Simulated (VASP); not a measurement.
# NiO in VASP: a series of runs

NiO is run at these levels: PBE; tasks: single point.

All numbers are computed with VASP 6.6.1; they aren't measurements. Logs are shortened: lines on timing, memory, paths and dates and some standing lists are left out, and cuts for length are marked.

**What was measured.**

From “Local correlations, non-local screening, multiplets, and band formation in NiO”, 2012, arxiv:1210.6675, for a bulk crystal of NiO: band gap 4.3 eV.

The results are compared with them further down.

### 1 The cell of the first run

Symmetry: Fm-3m, No. 225, cubic system. The conventional cell has a = 4.217 Å, b = 4.217 Å, c = 4.217 Å, α = 90.00°, β = 90.00°, γ = 90.00°. Ni (site symmetry m-3m) has 6 O at 2.11 Å within 2.8 Å. Within 2.8 Å of O (site symmetry m-3m) lie 6 Ni at 2.11 Å.

### 2 Single point, PBE, collinear spin, ferromagnetic start

INCAR

```
  PREC = Accurate
  ENCUT = 520
  EDIFF = 1E-7
  ISMEAR = 0
  SIGMA = 0.05
  LREAL = False
  LASPH = True
  NELM = 150
  ALGO = Normal
  ISIF = 2
  LWAVE = False
  LCHARG = False
  ISPIN = 2
  MAGMOM = 2 2 0 0
  LORBIT = 11
  LMAXMIX = 4
  GGA = PE
  NBANDS = 28
```

KPOINTS

```
Automatic mesh
0
Gamma
  10 10 10
```

POSCAR

```
NiO
1.0
   -2.1084194095     -2.1084194095      4.2168388190
   -4.2168388190     -2.1084194095      2.1084194095
   -2.1084194095     -4.2168388190      2.1084194095
Ni O
2 2
Direct
    0.0000000000      0.0000000000      0.0000000000
    0.5000000000      0.5000000000      0.5000000000
    1.2500000000     -0.7500000000     -0.7500000000
    1.7500000000     -0.2500000000     -0.2500000000
```

Potentials or basis: VASP PAW PBE potentials, release 64 (Ni, O).

Run with:

```
> cat potpaw_PBE.64/Ni/POTCAR potpaw_PBE.64/O/POTCAR > POTCAR
> mpirun -np 1 vasp_std > vasp.out
```

OUTCAR:

```text
PREC = Accurate
   ENCUT = 520
   EDIFF = 1E-7
   ISMEAR = 0
   LREAL = False
   LASPH = True
   NELM = 150
   ISIF = 2
   ISPIN = 2
   LORBIT = 11
   GGA = PE

 ion  position               nearest neighbor table
   1  0.000  0.000  0.000-   4 2.11   4 2.11   4 2.11   3 2.11   3 2.11   3 2.11   2 2.98   2 2.98
                             2 2.98   2 2.98   2 2.98   2 2.98
   2  0.500  0.500  0.500-   3 2.11   3 2.11   3 2.11   4 2.11   4 2.11   4 2.11   1 2.98   1 2.98
                             1 2.98   1 2.98   1 2.98   1 2.98
   3  0.250  0.250  0.250-   1 2.11   1 2.11   1 2.11   2 2.11   2 2.11   2 2.11
   4  0.750  0.750  0.750-   2 2.11   2 2.11   2 2.11   1 2.11   1 2.11   1 2.11

  LATTYP: Found a trigonal (rhomboedric) cell.
 ALAT       =     5.1645517171
 COS(alpha) =     0.8333333333

  Lattice vectors:

 A1 = (  -2.1084194095,  -2.1084194095,   4.2168388190)
 A2 = (  -4.2168388190,  -2.1084194095,   2.1084194095)
 A3 = (  -2.1084194095,  -4.2168388190,   2.1084194095)

Analysis of symmetry for initial positions (statically):
=====================================================================
 Subroutine PRICEL returns following result:

  LATTYP: Found a face centered cubic cell.
 ALAT       =     4.2168388190
[... 12 lines left out ...]
 Subroutine GETGRP returns: Found 12 space group operations
 (whereof 12 operations were pure point group operations)
 out of a pool of 12 trial point group operations.

The static configuration has the point symmetry D_3d.

Analysis of symmetry for dynamics (positions and initial velocities):
=====================================================================
 Subroutine PRICEL returns following result:

  LATTYP: Found a face centered cubic cell.
 ALAT       =     4.2168388190
[... 12 lines left out ...]
 Subroutine GETGRP returns: Found 12 space group operations
 (whereof 12 operations were pure point group operations)
 out of a pool of 12 trial point group operations.

The dynamic configuration has the point symmetry D_3d.

Analysis of structural, dynamic, and magnetic symmetry:
=====================================================================
 Subroutine PRICEL returns following result:

  LATTYP: Found a face centered cubic cell.
 ALAT       =     4.2168388190
[... 12 lines left out ...]
 Subroutine GETGRP returns: Found 12 space group operations
 (whereof 12 operations were pure point group operations)
 out of a pool of 12 trial point group operations.

The overall configuration has the point symmetry D_3d.

 Subroutine INISYM returns: Found 12 space group operations
 (whereof 12 operations are pure point group operations),
 and found     2 'primitive' translations

----------------------------------------------------------------------------------------

                                     Primitive cell

  volume of cell :      18.7457

  direct lattice vectors                    reciprocal lattice vectors
     2.108419410 -2.108419409  0.000000000     0.237144468 -0.237144468  0.237144468
     0.000000000 -2.108419410 -2.108419409    -0.237144468 -0.237144468 -0.237144468
     2.108419410  0.000000000 -2.108419409     0.237144468  0.237144468 -0.237144468

  length of vectors
     2.981755324  2.981755324  2.981755324     0.410746268  0.410746268  0.410746268

  position of ions in fractional coordinates (direct lattice)
     0.000000000  0.000000000  0.000000000
     0.500000000  0.500000000  0.500000000

  ion indices of the primitive-cell ions
   primitive index   ion index
                 1           1
                 2           3

----------------------------------------------------------------------------------------

 KPOINTS: Automatic mesh

Automatic generation of k-mesh.
 Grid dimensions read from file:
 generate k-points for:   10   10   10

 Generating k-lattice:

  Cartesian coordinates                     Fractional coordinates (reciprocal lattice)
     0.011857223  0.011857223  0.035571670     0.100000000  0.000000000  0.000000000
    -0.035571670  0.011857223 -0.011857223     0.000000000  0.100000000  0.000000000
     0.011857223 -0.035571670 -0.011857223     0.000000000  0.000000000  0.100000000

  Length of vectors
     0.039325961  0.039325961  0.039325961

  Shift w.r.t. Gamma in fractional coordinates (k-lattice)
     0.000000000  0.000000000  0.000000000

 Subroutine IBZKPT returns following result:
 ===========================================

 Found    116 irreducible k-points:

 Following reciprocal coordinates:
            Coordinates               Weight
  0.000000  0.000000  0.000000      1.000000
  0.100000  0.000000  0.000000      6.000000
  0.200000  0.000000  0.000000      6.000000
  0.300000 -0.000000 -0.000000      6.000000
  0.400000 -0.000000 -0.000000      6.000000
  0.500000  0.000000  0.000000      3.000000
[... 16 lines left out ...]
  0.300000  0.300000 -0.000000      6.000000
  0.400000  0.300000 -0.000000     12.000000
 [... further k-points ...]
   k-points           NKPTS =    116   k-points in BZ     NKDIM =    116   number of bands    NBANDS=     28
   number of dos      NEDOS =    301   number of ions     NIONS =      4
   total plane-waves  NPLWV =  64000
   dimension x,y,z NGX =    40 NGY =   40 NGZ =   40
   dimension x,y,z NGXF=    80 NGYF=   80 NGZF=   80
   ions per type =               2   2
   NGX,Y,Z   is equivalent  to a cutoff of  12.88, 12.88, 12.88 a.u.
   NGXF,Y,Z  is equivalent  to a cutoff of  25.75, 25.75, 25.75 a.u.
 SYSTEM =  unknown system
   PREC   = accura    normal or accurate (medium, high low for compatibility)
   ISTART =      0    job   : 0-new  1-cont  2-samecut
   ICHARG =      2    charge: 1-file 2-atom 10-const
   ISPIN  =      2    spin polarized calculation?
   LNONCOLLINEAR =      F non collinear calculations
   LSORBIT =      F    spin-orbit coupling
   LASPH  =      T    aspherical Exc in radial PAW
   ENCUT  =  520.0 eV  38.22 Ry    6.18 a.u.   9.60  9.60  9.60*2*pi/ulx,y,z
   NELM   =    150;   NELMIN=  2; NELMDL= -5     # of ELM steps
   EDIFF  = 0.1E-06   stopping-criterion for ELM
   LREAL  =      F    real-space projection
   EDIFFG = 0.1E-05   stopping-criterion for IOM
   NSW    =      0    number of steps for IOM
   IBRION =     -1    ionic relax: 0-MD 1-quasi-New 2-CG
   NFREE  =      0    steps in history (QN), initial steepest desc. (CG)
   ISIF   =      2    stress and relaxation
   ISYM   =      2    0-nonsym 1-usesym 2-fastsym
   POTIM  = 0.5000    time-step for ionic-motion
   TEBEG  =    0.0;   TEEND  =   0.0 temperature during run
   PSTRESS=    0.0 pullay stress
   NELECT =      32.0000    total number of electrons
   NUPDOWN=      -1.0000    fix difference up-down
   EMIN   =  10.00;   EMAX   =-10.00  energy-range for DOS
   EFERMI =   0.00;   METHOD = LEGACY
   ISMEAR =     0;   SIGMA  =   0.05  broadening in eV -4-tet -1-fermi 0-gaus
   EFERMI_NEDOS =   21; number of points for ismear=-14 and -15
   IALGO  =     38    algorithm
   IMIX   =      4    mixing-type and parameters
     AMIX     =   0.40;   BMIX     =  1.00
     AMIX_MAG =   1.60;   BMIX_MAG =  1.00
  volume/ion in A,a.u.               =       9.37        63.25
  Fermi-wavevector in a.u.,A,eV,Ry     =   1.552915  2.934585 32.811082  2.411547
  Thomas-Fermi vector in A             =   2.657222
   LORBIT       =     11    0 simple, 1 ext, 2 COOP (PROOUT), +10 PAW based schemes
   GGA     = PE    functional components
   LHFCALC =     F    Hartree Fock is set to
   AEXX    =    0.0000 exact exchange contribution
   IVDW    =     0    specifies the selected vdW correction
   LEPSILON=     F    determine dielectric tensor
   LRPA    =     F    only Hartree local field effects (RPA)
 spin polarized calculation
 Gauss-broadening in eV      SIGMA  =   0.05
  energy-cutoff  :      520.00
  volume of cell :       37.49
 maximum number of plane-waves:      1033
   NGX = 19   NGY = 19   NGZ = 19

 number of electron      32.0000003 magnetization       3.5777975

 Free energy of the ion-electron system (eV)
  ---------------------------------------------------
  ext. energy  EPLUGINS =         0.00000000
  ---------------------------------------------------
  free energy    TOTEN  =       -22.95845099 eV

  energy without entropy =      -22.95582353  energy(sigma->0) =      -22.95713726

 E-fermi :   7.4654     XC(G=0): -12.5115

 val. band max:        7.4623974548   @ k =  -0.4000   0.5000   0.1000
 cond. band min:       7.4798878764   @ k =   0.5000   0.5000   0.2000
 fundamental gap:      0.0174904217
 Fermi energy:         7.4654417569

 spin component 1

 k-point     1 :       0.0000    0.0000    0.0000
  band No.  band energies     occupation
      1     -12.6095      1.00000
      2     -11.3092      1.00000
      3      -0.4671      1.00000
      4       1.7471      1.00000
      5       1.7471      1.00000
      6       4.3479      1.00000
[... 733 lines left out ...]
     27      25.5345      0.00000
     28      28.4777      0.00000

 [... further k-points ...]

 spin component 2

 k-point     1 :       0.0000    0.0000    0.0000
  band No.  band energies     occupation
      1     -12.1590      1.00000
      2     -10.8102      1.00000
      3      -0.0908      1.00000
      4       2.8895      1.00000
      5       2.8897      1.00000
      6       5.1304      1.00000
[... 733 lines left out ...]
     27      25.8536      0.00000
     28      28.7867      0.00000

 [... further k-points ...]

------------------------ aborting loop because EDIFF is reached ----------------------------------------

  FORCE on cell =-STRESS in cart. coord.  units (eV):
  Direction    XX          YY          ZZ          XY          YZ          ZX
  --------------------------------------------------------------------------------------
  -------------------------------------------------------------------------------------
  Total       -0.0730224     -0.0730224     -0.0730224      0.0035524     -0.0035524     -0.0035524
  in kB       -3.1205828     -3.1205828     -3.1205828      0.1518091     -0.1518091     -0.1518091
  external PRESSURE =      -3.1205828 kB  Pullay stress =       0.0000000 kB

 VOLUME and BASIS-vectors are now :
 -----------------------------------------------------------------------------
  energy-cutoff  :      520.00
  volume of cell :       37.49
      direct lattice vectors                 reciprocal lattice vectors
    -2.108419410 -2.108419410  4.216838819     0.118572234  0.118572234  0.355716703
    -4.216838819 -2.108419410  2.108419410    -0.355716703  0.118572234 -0.118572234
    -2.108419410 -4.216838819  2.108419410     0.118572234 -0.355716703 -0.118572234

 POSITION                                       TOTAL-FORCE (eV/Angst)
 -----------------------------------------------------------------------------------
      0.00000      0.00000      0.00000        -0.000000      0.000000     -0.000000
     -4.21684     -4.21684      4.21684        -0.000000      0.000000     -0.000000
     -2.10842     -2.10842      2.10842         0.000000     -0.000000     -0.000000
     -6.32526     -6.32526      6.32526         0.000000     -0.000000      0.000000
 -----------------------------------------------------------------------------------
    total drift:                                0.000000      0.000000      0.000000

  FREE ENERGIE OF THE ION-ELECTRON SYSTEM (eV)
  ---------------------------------------------------
  free  energy   TOTEN  =       -22.9584509938 eV

  energy  without entropy=      -22.9558235264  energy(sigma->0) =      -22.95713726

 total charge

# of ion       s       p       d       tot
------------------------------------------
    1        0.323   0.384   8.225   8.932
    2        0.323   0.384   8.225   8.932
    3        1.556   3.410   0.000   4.967
    4        1.556   3.410   0.000   4.967
--------------------------------------------------
tot          3.759   7.588  16.449  27.796

 magnetization (x)

# of ion       s       p       d       tot
------------------------------------------
    1        0.011   0.015   1.443   1.469
    2        0.011   0.015   1.443   1.469
    3        0.027   0.247   0.000   0.275
    4        0.027   0.247   0.000   0.275
--------------------------------------------------
tot          0.077   0.524   2.886   3.487
```

Run time: 16 min. Hardware: 1 thread of Intel Xeon Platinum 8375C at 2.90GHz (Ice Lake), shared host; peak memory 0.4 GiB.

What came out:

```yaml
Free_energy: -22.9585 eV
Pressure: -0.3 GPa
Net_moment: 3.58 μB per cell
Site_moments: Ni +1.47; O +0.28 μB
Valence_electrons_inside_the_program's_atomic_spheres: Ni 8.93; O 4.97
```

Caveat: semilocal functionals often make such compounds metallic where correlation or magnetic order opens a gap, which also shifts bond lengths.

### 3 Single point, PBE, collinear spin, antiferromagnetic start

INCAR

```
SYSTEM = NiO
PREC = Accurate
ENCUT = 520
EDIFF = 1E-6
ISMEAR = 0
SIGMA = 0.05
LREAL = .False.
LASPH = .True.
NELM = 150
ALGO = Normal
ISIF = 2
LWAVE = .False.
LCHARG = .True.
ISPIN = 2
MAGMOM = 2 -2 0 0
LORBIT = 11
LMAXMIX = 4
GGA = PE
LELF = .True.
LVHAR = .True.
NBANDS = 28
```

KPOINTS

```
regular mesh
0
Gamma
  10 10 10
  0 0 0
```

POSCAR is that of step 2.

Potentials or basis: VASP PAW PBE potentials, release 64 (Ni, O).

Run with:

```
> cat potpaw_PBE.64/Ni/POTCAR potpaw_PBE.64/O/POTCAR > POTCAR
> mpirun -np 1 vasp_std > vasp.out
```

It took 14 min on 1 thread of Intel Xeon Platinum 8375C at 2.90GHz (Ice Lake), shared host; peak memory 0.4 GiB.

The run converged, but its numbers aren't listed here, since they failed a check.

Caveat: the result breaks the symmetry of the cell.

### 4 Single point, PBE, collinear spin, antiferromagnetic start (volume scaled by 0.960)

INCAR

```
PREC = Accurate
ENCUT = 520
EDIFF = 1E-7
ISMEAR = 0
SIGMA = 0.05
LREAL = False
LASPH = True
NELM = 150
ALGO = Normal
ISIF = 2
LWAVE = False
LCHARG = True
ISPIN = 2
MAGMOM = 1.5 -1.5 0 0
LORBIT = 11
LMAXMIX = 4
GGA = PE
LELF = True
LVHAR = True
NBANDS = 28
```

KPOINTS

```
Automatic mesh
0
Gamma
  10 10 10
```

POSCAR

```
NiO
1.0
   -2.0526819626     -2.0526819626      4.1255063235
   -4.1255063235     -2.0526819626      2.0526819626
   -2.0526819626     -4.1255063235      2.0526819626
Ni O
2 2
Direct
    0.0000000000      0.0000000000      0.0000000000
    0.5000000000      0.5000000000      0.5000000000
    1.2499994945     -0.7500005055     -0.7500005055
    1.7500005055     -0.2499994945     -0.2499994945
```

Potentials or basis: VASP PAW PBE potentials, release 64 (Ni, O).

Run with:

```
> cat potpaw_PBE.64/Ni/POTCAR potpaw_PBE.64/O/POTCAR > POTCAR
> mpirun -np 1 vasp_std > vasp.out
```

OUTCAR:

```text
PREC = Accurate
   ENCUT = 520
   EDIFF = 1E-7
   ISMEAR = 0
   LREAL = False
   LASPH = True
   NELM = 150
   ISIF = 2
   ISPIN = 2
   LORBIT = 11
   GGA = PE

 ion  position               nearest neighbor table
   1  0.000  0.000  0.000-   4 2.07   4 2.07   4 2.07   3 2.07   3 2.07   3 2.07   2 2.92   2 2.92
                             2 2.92   2 2.92   2 2.92   2 2.92
   2  0.500  0.500  0.500-   3 2.07   3 2.07   3 2.07   4 2.07   4 2.07   4 2.07   1 2.92   1 2.92
                             1 2.92   1 2.92   1 2.92   1 2.92
   3  0.250  0.250  0.250-   2 2.07   2 2.07   2 2.07   1 2.07   1 2.07   1 2.07
   4  0.750  0.750  0.750-   2 2.07   2 2.07   2 2.07   1 2.07   1 2.07   1 2.07

  LATTYP: Found a trigonal (rhomboedric) cell.
 ALAT       =     5.0444830166
 COS(alpha) =     0.8311536489

  Lattice vectors:

 A1 = (  -2.0526819626,  -2.0526819626,   4.1255063235)
[... 1728 lines left out ...]
 [... further k-points ...]

------------------------ aborting loop because EDIFF is reached ----------------------------------------

  FORCE on cell =-STRESS in cart. coord.  units (eV):
  Direction    XX          YY          ZZ          XY          YZ          ZX
  --------------------------------------------------------------------------------------
  -------------------------------------------------------------------------------------
  Total        1.8871227      1.8871227      1.8871227     -0.0041262      0.0041262      0.0041262
  in kB       85.4948519     85.4948519     85.4948519     -0.1869355      0.1869355      0.1869355
  external PRESSURE =      85.4948519 kB  Pullay stress =       0.0000000 kB

 VOLUME and BASIS-vectors are now :
 -----------------------------------------------------------------------------
  energy-cutoff  :      520.00
  volume of cell :       35.36
      direct lattice vectors                 reciprocal lattice vectors
    -2.052681963 -2.052681963  4.125506323     0.120313236  0.120313236  0.362120307
    -4.125506323 -2.052681963  2.052681963    -0.362120307  0.120313236 -0.120313236
    -2.052681963 -4.125506323  2.052681963     0.120313236 -0.362120307 -0.120313236

 POSITION                                       TOTAL-FORCE (eV/Angst)
 -----------------------------------------------------------------------------------
      0.00000      0.00000      0.00000         0.000000     -0.000000     -0.000000
     -4.11544     -4.11544      4.11544         0.000000     -0.000000     -0.000000
     -2.05771     -2.05771      2.05771        -0.000000      0.000000      0.000000
     -6.17316     -6.17316      6.17316        -0.000000     -0.000000     -0.000000
 -----------------------------------------------------------------------------------
    total drift:                               -0.000000     -0.000000      0.000000

  FREE ENERGIE OF THE ION-ELECTRON SYSTEM (eV)
  ---------------------------------------------------
  free  energy   TOTEN  =       -23.4481470746 eV

  energy  without entropy=      -23.4481470746  energy(sigma->0) =      -23.44814707

 total charge

# of ion       s       p       d       tot
------------------------------------------
    1        0.339   0.426   8.287   9.052
    2        0.339   0.426   8.287   9.052
    3        1.562   3.426   0.000   4.989
    4        1.562   3.426   0.000   4.989
--------------------------------------------------
tot          3.803   7.704  16.575  28.082

 magnetization (x)

# of ion       s       p       d       tot
------------------------------------------
    1       -0.010  -0.014   1.350   1.326
    2        0.010   0.014  -1.350  -1.326
    3        0.000   0.000   0.000   0.000
    4        0.000   0.000   0.000   0.000
--------------------------------------------------
tot          0.000   0.000   0.000   0.000
```

Run time: 9 min. Hardware: 1 thread of Oxide Virtual Turin-like, shared host; peak memory 0.36 GiB.

What came out:

```yaml
Free_energy: -23.4481 eV
Pressure: 8.5 GPa
Band_gap_on_the_k_mesh: 0.93 eV
Net_moment: 0.00 μB per cell
Site_moments: Ni +1.33, -1.33; O +0.00 μB
Valence_electrons_inside_the_program's_atomic_spheres: Ni 9.05; O 4.99
```

 A k mesh can miss the band edges.

### 5 Comparison with measurements

Step 2. Measured gap of NiO: 4.3 eV (quoted in “Local correlations, non-local screening, multiplets, and band formation in NiO”, 2012, arxiv:1210.6675). This calculation gives 0.00 eV (-4.30 eV). So large a miss can be the level of theory's own, or it may mean another phase, state or a wrong row. The value is that of PBE on a finite k mesh, which can miss the band edges, without temperature or zero-point motion. Semilocal functionals fall short of measured gaps as a rule. The run's magnetic order (collinear spin, ferromagnetic start) needn't be the measured crystal's.
